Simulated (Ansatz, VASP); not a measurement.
Two plane-wave programs on YbH3

```
Yb H
1.0
     0.00000    2.60497    2.60497
     2.60497    0.00000    2.60497
     2.60497    2.60497    0.00000
Yb H
1 3
Direct
  0.00000 0.00000 0.00000
  0.75000 0.75000 0.75000
  0.25000 0.25000 0.25000
  0.50000 0.50000 0.50000
```

Alike in both runs: task single point; functional PBE; k mesh 7 × 7 × 7; occupations gaussian, width 0.1 eV; no spin polarisation.

|  | VASP | Ansatz |
| --- | --- | --- |
| version | VASP 6.6.1 | Ansatz 0.2.0 |
| potentials or method | VASP PAW PBE potentials, release 64 (Yb, H), cutoff 600 eV | plane waves, PAW |
| valence electrons in the cell | 27 | 27 |

```tsv
	VASP	Ansatz	Ansatz less VASP
pressure (GPa)	-5.7	-5.4	+0.26
```

With one functional, cell and mesh, what is left measures potentials, basis and numerics.

Neither program's run includes spin-orbit coupling.
